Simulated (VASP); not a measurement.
# Be2Pd (P4_2/mnm) in VASP: relaxation of cell and atoms with PBE

Aim: the relaxation of cell and atoms of Be2Pd with PBE.

Program: VASP 6.6.1. These are calculated values, not measurements. Logs are shortened: lines on timing, memory, paths and dates and some standing lists are left out, and cuts for length are marked.

**1. The cell of the first run**

It takes space group P4_2/mnm (No. 136, tetragonal). The conventional cell has a = 5.153 Å, b = 5.153 Å, c = 3.408 Å, α = 90.00°, β = 90.00°, γ = 90.00°. Be (site symmetry m2m) has 3 Pd at 2.22 Å and 1 Be at 2.85 Å within 2.9 Å. Within 2.9 Å of Pd (site symmetry mmm) lie 6 Be at 2.22 Å.

**2. Relaxation of cell and atoms, PBE**

File INCAR:

```
SYSTEM = Be2Pd
PREC     = Accurate       ! precision mode
ENCUT    = 600            ! plane-wave cutoff, eV
EDIFF    = 1E-7           ! SCF threshold, eV
ISMEAR   = 0              ! smearing method
SIGMA    = 0.1            ! smearing width, eV
LREAL    = .FALSE.        ! projectors in reciprocal space
LASPH    = .TRUE.         ! aspherical terms in the spheres
NELM     = 60             ! most SCF steps
ALGO     = Fast           ! electronic algorithm
ISIF     = 3              ! what is computed and relaxed
LWAVE    = .FALSE.        ! write WAVECAR
LCHARG   = .FALSE.        ! write CHGCAR
GGA      = PE             ! functional
IBRION   = 2              ! ionic algorithm
NSW      = 100            ! ionic steps
EDIFFG   = -0.01          ! ionic threshold
```

File KPOINTS:

```
regular mesh
0
G
  8 8 12
  0 0 0
```

File POSCAR:

```
Be2Pd
1.0
    5.1534129714      0.0000000000      0.0000000000
    0.0000000000      5.1534129714      0.0000000000
    0.0000000000      0.0000000000      3.4077689513
Be Pd
4 2
Direct
    0.3043419422      0.3043419422      0.0000000000
    0.1956580578      0.8043419422      0.5000000000
    0.6956580578      0.6956580578      0.0000000000
    0.8043419422      0.1956580578      0.5000000000
    0.0000000000      0.0000000000      0.0000000000
    0.5000000000      0.5000000000      0.5000000000
```

Potentials or basis: VASP PAW PBE potentials, release 64 (Be, Pd).

Run with:

```console
$ cat potpaw_PBE.64/Be/POTCAR potpaw_PBE.64/Pd/POTCAR > POTCAR
$ mpirun -np 1 vasp_std > vasp.out
```

OUTCAR:

```text
SYSTEM = Be2Pd
   PREC = Accurate
   ENCUT = 600
   EDIFF = 1E-7
   ISMEAR = 0
   LREAL = .FALSE.
   LASPH = .TRUE.
   NELM = 60
   ISIF = 3
   GGA = PE
   IBRION = 2
   NSW = 100
   EDIFFG = -0.01

 ion  position               nearest neighbor table
   1  0.304  0.304  0.000-   5 2.22   6 2.22   6 2.22
   2  0.196  0.804  0.500-   6 2.22   5 2.22   5 2.22
   3  0.696  0.696  0.000-   5 2.22   6 2.22   6 2.22
   4  0.804  0.196  0.500-   6 2.22   5 2.22   5 2.22
   5  0.000  0.000  0.000-   1 2.22   3 2.22   2 2.22   4 2.22   2 2.22   4 2.22
   6  0.500  0.500  0.500-   2 2.22   4 2.22   3 2.22   1 2.22   1 2.22   3 2.22

  LATTYP: Found a simple tetragonal cell.
 ALAT       =     5.1534129714
 C/A-ratio  =     0.6612644805

  Lattice vectors:

 A1 = (   5.1534129714,   0.0000000000,   0.0000000000)
 A2 = (   0.0000000000,   5.1534129714,   0.0000000000)
 A3 = (   0.0000000000,   0.0000000000,   3.4077689513)

Analysis of symmetry for initial positions (statically):
=====================================================================
 Subroutine PRICEL returns:
 Original cell was already a primitive cell.

 Routine SETGRP: Setting up the symmetry group for a
 simple tetragonal supercell.

 Subroutine GETGRP returns: Found 16 space group operations
 (whereof  8 operations were pure point group operations)
 out of a pool of 16 trial point group operations.

The static configuration has the point symmetry D_2h.
 The point group associated with its full space group is D_4h.

Analysis of symmetry for dynamics (positions and initial velocities):
=====================================================================
 Subroutine PRICEL returns:
 Original cell was already a primitive cell.

 Routine SETGRP: Setting up the symmetry group for a
 simple tetragonal supercell.

 Subroutine GETGRP returns: Found 16 space group operations
 (whereof  8 operations were pure point group operations)
 out of a pool of 16 trial point group operations.

The dynamic configuration has the point symmetry D_2h.
 The point group associated with its full space group is D_4h.

 Subroutine INISYM returns: Found 16 space group operations
 (whereof  8 operations are pure point group operations),
 and found     1 'primitive' translations

----------------------------------------------------------------------------------------

                                     Primitive cell

  volume of cell :      90.5024

  direct lattice vectors                    reciprocal lattice vectors
     5.153412971  0.000000000  0.000000000     0.194046160  0.000000000  0.000000000
     0.000000000  5.153412971  0.000000000     0.000000000  0.194046160  0.000000000
     0.000000000  0.000000000  3.407768951     0.000000000  0.000000000  0.293447125

  length of vectors
     5.153412971  5.153412971  3.407768951     0.194046160  0.194046160  0.293447125

  position of ions in fractional coordinates (direct lattice)
     0.304341942  0.304341942  0.000000000
     0.195658058  0.804341942  0.500000000
     0.695658058  0.695658058  0.000000000
     0.804341942  0.195658058  0.500000000
     0.000000000  0.000000000  0.000000000
     0.500000000  0.500000000  0.500000000

  ion indices of the primitive-cell ions
   primitive index   ion index
                 1           1
                 2           2
                 3           3
                 4           4
                 5           5
                 6           6

----------------------------------------------------------------------------------------

 KPOINTS: regular mesh

Automatic generation of k-mesh.
 Grid dimensions read from file:
 generate k-points for:    8    8   12

 Generating k-lattice:

  Cartesian coordinates                     Fractional coordinates (reciprocal lattice)
     0.024255770  0.000000000  0.000000000     0.125000000  0.000000000  0.000000000
     0.000000000  0.024255770  0.000000000     0.000000000  0.125000000  0.000000000
     0.000000000  0.000000000  0.024453927     0.000000000  0.000000000  0.083333333

  Length of vectors
     0.024255770  0.024255770  0.024453927

  Shift w.r.t. Gamma in fractional coordinates (k-lattice)
     0.000000000  0.000000000  0.000000000

 Subroutine IBZKPT returns following result:
 ===========================================

 Found    105 irreducible k-points:

 Following reciprocal coordinates:
            Coordinates               Weight
  0.000000  0.000000  0.000000      1.000000
  0.125000  0.000000  0.000000      4.000000
  0.250000  0.000000  0.000000      4.000000
  0.375000  0.000000  0.000000      4.000000
  0.500000  0.000000  0.000000      2.000000
  0.125000  0.125000  0.000000      4.000000
[... 16 lines left out ...]
  0.375000  0.125000  0.083333     16.000000
  0.500000  0.125000  0.083333      8.000000
 [... further k-points ...]
   k-points           NKPTS =    105   k-points in BZ     NKDIM =    105   number of bands    NBANDS=     18
   number of dos      NEDOS =    301   number of ions     NIONS =      6
   total plane-waves  NPLWV =  49392
   dimension x,y,z NGX =    42 NGY =   42 NGZ =   28
   dimension x,y,z NGXF=    84 NGYF=   84 NGZF=   56
   ions per type =               4   2
   NGX,Y,Z   is equivalent  to a cutoff of  13.55, 13.55, 13.66 a.u.
   NGXF,Y,Z  is equivalent  to a cutoff of  27.10, 27.10, 27.32 a.u.
 SYSTEM =  Be2Pd
   PREC   = accura    normal or accurate (medium, high low for compatibility)
   ISTART =      0    job   : 0-new  1-cont  2-samecut
   ICHARG =      2    charge: 1-file 2-atom 10-const
   ISPIN  =      1    spin polarized calculation?
   LNONCOLLINEAR =      F non collinear calculations
   LSORBIT =      F    spin-orbit coupling
   LASPH  =      T    aspherical Exc in radial PAW
   ENCUT  =  600.0 eV  44.10 Ry    6.64 a.u.  10.29 10.29  6.81*2*pi/ulx,y,z
   NELM   =     60;   NELMIN=  2; NELMDL= -5     # of ELM steps
   EDIFF  = 0.1E-06   stopping-criterion for ELM
   LREAL  =      F    real-space projection
   EDIFFG = -.1E-01   stopping-criterion for IOM
   NSW    =    100    number of steps for IOM
   IBRION =      2    ionic relax: 0-MD 1-quasi-New 2-CG
   NFREE  =      1    steps in history (QN), initial steepest desc. (CG)
   ISIF   =      3    stress and relaxation
   ISYM   =      2    0-nonsym 1-usesym 2-fastsym
   POTIM  = 0.5000    time-step for ionic-motion
   TEBEG  =    0.0;   TEEND  =   0.0 temperature during run
   PSTRESS=    0.0 pullay stress
   NELECT =      28.0000    total number of electrons
   NUPDOWN=      -1.0000    fix difference up-down
   EMIN   =  10.00;   EMAX   =-10.00  energy-range for DOS
   EFERMI =   0.00;   METHOD = LEGACY
   ISMEAR =     0;   SIGMA  =   0.10  broadening in eV -4-tet -1-fermi 0-gaus
   EFERMI_NEDOS =   21; number of points for ismear=-14 and -15
   IALGO  =     68    algorithm
   IMIX   =      4    mixing-type and parameters
     AMIX     =   0.40;   BMIX     =  1.00
     AMIX_MAG =   1.60;   BMIX_MAG =  1.00
  volume/ion in A,a.u.               =      15.08       101.79
  Fermi-wavevector in a.u.,A,eV,Ry     =   1.107238  2.092376 16.680404  1.225975
  Thomas-Fermi vector in A             =   2.243749
   LORBIT       =      0    0 simple, 1 ext, 2 COOP (PROOUT), +10 PAW based schemes
   GGA     = PE    functional components
   LHFCALC =     F    Hartree Fock is set to
   AEXX    =    0.0000 exact exchange contribution
   IVDW    =     0    specifies the selected vdW correction
   LEPSILON=     F    determine dielectric tensor
   LRPA    =     F    only Hartree local field effects (RPA)
 conjugate gradient relaxation of ions
 non-spin polarized calculation
 RMM-DIIS sequential band-by-band and
 Gauss-broadening in eV      SIGMA  =   0.10
  energy-cutoff  :      600.00
  volume of cell :       90.50
 maximum number of plane-waves:      3052
 NGX is ok and might be reduce to    42
   NGX = 21   NGY = 21   NGZ = 13

--------------------------------------- Ionic step        1  -------------------------------------------

 number of electron      28.0000005 magnetization

 Free energy of the ion-electron system (eV)
  ---------------------------------------------------
  ext. energy  EPLUGINS =         0.00000000
  ---------------------------------------------------
  free energy    TOTEN  =       -22.76557283 eV

  energy without entropy =      -22.75556038  energy(sigma->0) =      -22.76056660

------------------------ aborting loop because EDIFF is reached ----------------------------------------

  FORCE on cell =-STRESS in cart. coord.  units (eV):
  Direction    XX          YY          ZZ          XY          YZ          ZX
  --------------------------------------------------------------------------------------
  -------------------------------------------------------------------------------------
  Total       -0.0144616     -0.0144616      0.7032668      0.0000000      0.0000000      0.0000000
  in kB       -0.2560166     -0.2560166     12.4500373      0.0000000      0.0000000      0.0000000
  external PRESSURE =       3.9793347 kB  Pullay stress =       0.0000000 kB
[... 101 lines left out ...]
  FREE ENERGIE OF THE ION-ELECTRON SYSTEM (eV)
  ---------------------------------------------------
  free  energy   TOTEN  =       -22.7694316378 eV

  energy  without entropy=      -22.7588172840  energy(sigma->0) =      -22.76412446

 E-fermi :   4.7152     XC(G=0):  -9.9340

 val. band max:        4.7040335902   @ k =   0.5000   0.1250   0.1667
 cond. band min:       4.7190091169   @ k =   0.1250   0.0000   0.2500
 fundamental gap:      0.0149755266
 Fermi energy:         4.7151581534

 k-point     1 :       0.0000    0.0000    0.0000
  band No.  band energies     occupation
      1      -2.8130      2.00000
      2      -0.5618      2.00000
      3       0.1150      2.00000
      4       0.3376      2.00000
      5       0.4109      2.00000
      6       0.8205      2.00000
[... 10 lines left out ...]
     17       8.6667      0.00000
     18       8.6667      0.00000
[... 466 lines left out ...]
      2      -1.4049      2.00000
      3       0.0548      2.00000
      4       0.0548      2.00000
      5       0.8810      2.00000
      6       0.8810      2.00000
[... 10 lines left out ...]
     17       7.6192      0.00000
     18       7.6192      0.00000

 [... further k-points ...]

[... ionic steps 4 to 29 ...]

--------------------------------------- Ionic step       30  -------------------------------------------

 number of electron      28.0000000 magnetization

------------------------ aborting loop because EDIFF is reached ----------------------------------------

  FORCE on cell =-STRESS in cart. coord.  units (eV):
  Direction    XX          YY          ZZ          XY          YZ          ZX
  --------------------------------------------------------------------------------------
  -------------------------------------------------------------------------------------
  Total        0.0217548      0.0217548     -0.1396248      0.0000000      0.0000000      0.0000000
  in kB        0.4074415      0.4074415     -2.6150024      0.0000000      0.0000000      0.0000000
  external PRESSURE =      -0.6000398 kB  Pullay stress =       0.0000000 kB
[... 65 lines left out ...]
  energy  without entropy=      -23.3091318705  energy(sigma->0) =      -23.31385147

--------------------------------------- Ionic step       32  -------------------------------------------

 number of electron      28.0000000 magnetization

 Free energy of the ion-electron system (eV)
  ---------------------------------------------------
  ext. energy  EPLUGINS =         0.00000000
  ---------------------------------------------------
  free energy    TOTEN  =       -23.31866499 eV

  energy without entropy =      -23.30917376  energy(sigma->0) =      -23.31391938

 E-fermi :   5.1332     XC(G=0): -10.1484

 val. band max:        5.1275988853   @ k =   0.3750   0.2500   0.2500
 cond. band min:       5.1562840976   @ k =   0.5000   0.5000   0.5000
 fundamental gap:      0.0286852123
 Fermi energy:         5.1331537573

 k-point     1 :       0.0000    0.0000    0.0000
  band No.  band energies     occupation
      1      -2.6548      2.00000
      2      -0.4964      2.00000
      3       0.4475      2.00000
      4       0.7765      2.00000
      5       0.7947      2.00000
      6       1.1328      2.00000
[... 10 lines left out ...]
     17       9.5960      0.00000
     18       9.5960      0.00000
[... 466 lines left out ...]
      2      -1.2420      2.00000
      3       0.4253      2.00000
      4       0.4253      2.00000
      5       1.1923      2.00000
      6       1.1923      2.00000
[... 10 lines left out ...]
     17       8.5172      0.00000
     18       8.5172      0.00000

 [... further k-points ...]

------------------------ aborting loop because EDIFF is reached ----------------------------------------

  FORCE on cell =-STRESS in cart. coord.  units (eV):
  Direction    XX          YY          ZZ          XY          YZ          ZX
  --------------------------------------------------------------------------------------
  -------------------------------------------------------------------------------------
  Total        0.0029433      0.0029433     -0.0378792      0.0000000      0.0000000      0.0000000
  in kB        0.0551286      0.0551286     -0.7094789      0.0000000      0.0000000      0.0000000
  external PRESSURE =      -0.1997406 kB  Pullay stress =       0.0000000 kB
[... 21 lines left out ...]
  FREE ENERGIE OF THE ION-ELECTRON SYSTEM (eV)
  ---------------------------------------------------
  free  energy   TOTEN  =       -23.3186649897 eV

  energy  without entropy=      -23.3091737604  energy(sigma->0) =      -23.31391938

 reached required accuracy - stopping structural energy minimisation
```

Run time: 36 min. Hardware: 1 thread of Intel Xeon Platinum 8559C (Emerald Rapids), shared host; peak memory 0.37 GiB.

What came out:

| Item | Value |
| --- | --- |
| Free energy | -23.3187 eV |
| Relaxed volume | 14.26 Å³/atom |
| Relaxed cell | a = 4.594 Å, b = 4.594 Å, c = 4.053 Å, α = 90.00°, β = 90.00°, γ = 90.00° |
| Space group after relaxing (to 0.1 Å) | P4_2/mnm (No. 136) |
| Energy gained by relaxing | 92.2 meV/atom |
| Ionic steps | 32 |
| Pressure after relaxing | 0.0 GPa |
| Largest force after relaxing | 0.005 eV/Å |
| Band gap on the k mesh | zero (bands 14 and 15 overlap by 1.90 eV) |

Forces in eV/Å, atoms in the order of the input:
```
Be   0.003  0.003  0.000
Be  -0.003  0.003  0.000
Be  -0.003 -0.003  0.000
Be   0.003 -0.003  0.000
Pd   0.000  0.000  0.000
Pd   0.000  0.000  0.000
```

Step by step:
```
step  energy change (eV)  largest force (eV/Å)  pressure (GPa)  volume (Å³)
   1              0.0000                0.0072            0.40        90.50
   2             -0.0029                0.0616           -0.12        90.99
   3             -0.0039                0.1269           -0.74        91.60
   4             -0.0053                0.1432           -0.79        91.63
   5             -0.0105                0.1906           -0.95        91.72
   6             -0.0218                0.2747           -1.28        91.89
   7             -0.0479                0.4637           -1.89        92.17
   8             -0.1177                0.8214           -3.15        92.49
   9             -0.1563                1.2083           -5.42        92.23
  10             -0.1606                1.0260           -4.14        92.53
  11             -0.1646                1.0469           -4.28        92.52
  12             -0.1652                1.0487           -4.30        92.52
  13             -0.1668                1.0545           -4.37        92.53
  14             -0.1697                1.0653           -4.50        92.54
  15             -0.1733                1.0855           -4.75        92.56
  16             -0.1773                1.0817           -4.73        92.51
  17             -0.1892                1.0704           -4.66        92.35
  18             -0.2125                1.0473           -4.49        92.04
  19             -0.2573                0.9992           -4.17        91.43
  20             -0.3393                0.8963           -3.46        90.21
  21             -0.4692                0.6495           -1.84        87.78
  22             -0.5281                0.1799            2.55        83.01
  23             -0.5459                0.2065            0.66        84.79
  24             -0.5470                0.1399            1.00        84.45
  25             -0.5468                0.1081            1.15        84.29
  26             -0.5495                0.0652            0.88        84.57
  27             -0.5520                0.0606            0.04        85.39
  28             -0.5522                0.0360            0.20        85.23
  29             -0.5525                0.0251            0.13        85.31
  30             -0.5530                0.0067           -0.06        85.55
  31             -0.5530                0.0111           -0.09        85.58
  32             -0.5531                0.0046           -0.02        85.54
```

Final structure:
```
Be Pd
1.0
     4.59405    0.00000    0.00000
     0.00000    4.59405    0.00000
     0.00000    0.00000    4.05303
Be Pd
4 2
Direct
  0.33696 0.33696 0.00000
  0.16304 0.83696 0.50000
  0.66304 0.66304 0.00000
  0.83696 0.16304 0.50000
  0.00000 0.00000 0.00000
  0.50000 0.50000 0.50000
```

Levels at points of the mesh, in eV from the Fermi level:
```csv
k point,band 10,band 11,band 12,band 13,band 14,band 15,band 16,band 17,band 18
"(0.00, 0.00, 0.00)",-2.80,-2.64,-0.96,-0.96,-0.64,-0.52,2.70,4.46,4.46
"(0.50, 0.00, 0.00)",-3.41,-2.87,-2.87,0.94,0.94,1.78,1.78,2.55,2.55
"(0.50, 0.50, 0.00)",-2.97,-2.93,-2.93,-1.82,-1.82,1.78,1.78,4.16,4.16
"(0.00, 0.00, 0.50)",-3.49,-3.20,-3.20,-0.70,-0.70,1.78,1.78,2.49,2.49
"(0.50, 0.00, 0.50)",-3.02,-2.91,-2.91,-1.83,-1.83,0.71,0.71,2.54,2.54
"(0.50, 0.50, 0.50)",-3.18,-2.91,-2.91,-1.57,-1.57,-0.08,-0.08,0.02,0.02
```

Caveat: the highest band is partly filled, so the run has too few bands; a cell axis changed by over 15 % at a fixed basis, so the end point is rough.

The gap in the log of VASP goes by the Fermi energy; the results here count the filled bands.